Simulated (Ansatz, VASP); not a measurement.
# One calculation of AlN, two programs

Contents of INCAR:

```
PREC = Accurate
ENCUT = 520
EDIFF = 1E-6
ISMEAR = 0
SIGMA = 0.01
LREAL = F
LASPH = T
NELM = 80
ALGO = Normal
ISIF = 2
LWAVE = F
LCHARG = F
GGA = CA
NBANDS = 16
```

The input KPOINTS:

```
regular mesh
0
Gamma
  9 9 6
```

The input POSCAR:

```
AlN
1.0
    3.0886190489      0.0000000000      0.0000000000
   -1.5443095244      2.6748225589      0.0000000000
    0.0000000000      0.0000000000      4.9431567737
Al N
2 2
Direct
    0.3333333333      0.6666666667      0.0000094135
    0.6666666667      0.3333333333      0.5000094135
    0.3333333333      0.6666666667      0.3819905865
    0.6666666667      0.3333333333      0.8819905865
```

Input for Ansatz:

```yaml
crystal:
  lattice:
    - [3.0886190489, 0.0, 0.0]
    - [-1.5443095244, 2.6748225589, 0.0]
    - [0.0, 0.0, 4.9431567737]
  atoms:
    - { symbol: Al, position: [0.3333333333, 0.6666666667, 9.4135e-06] }
    - { symbol: Al, position: [0.6666666667, 0.3333333333, 0.5000094135] }
    - { symbol: "N", position: [0.3333333333, 0.6666666667, 0.3819905865] }
    - { symbol: "N", position: [0.6666666667, 0.3333333333, 0.8819905865] }
basis:
  ecutwfc: 420
  xc_grid: 2
kpoints:
  mp_grid: { grid: [9, 9, 6] }
hamiltonian:
  xc: lda
  pseudopotentials: { kind: paw, azcp: { folder: soft_1 } }
scf:
  occupations: { method: fixed }
output:
  forces: true
  stress: true
  eigenvalues: true
  polarization: {}
```

Change from the starting cell: polar distortion scaled by 1.00.

Alike in both runs: task single point; functional LDA; k mesh 9 × 9 × 6; no spin polarisation.

|  | VASP | Ansatz |
| --- | --- | --- |
| version | VASP 6.6.1 | Ansatz 0.2.0 |
| potentials or method | VASP PAW LDA potentials, release 64 (Al, N), cutoff 520 eV | scalar-relativistic, plane waves, PAW |
| occupations | gaussian, width 0.01 eV | fixed |
| valence electrons in the cell | 16 | 16 |

|  | VASP | Ansatz | Ansatz less VASP |
| --- | --- | --- | --- |
| gap on the k mesh at the Fermi level (eV) | 4.42 | 4.42 | -0.009 |
| least direct gap on the mesh (eV) | 4.42 | 4.42 | -0.009 |
| pressure (GPa) | 0.6 | 0.0 | -0.63 |

Ansatz warns that its potentials were made for another functional, while VASP's fit it. LDA's correlation is that of Perdew and Zunger in VASP and of Perdew and Wang (1992) in Ansatz.
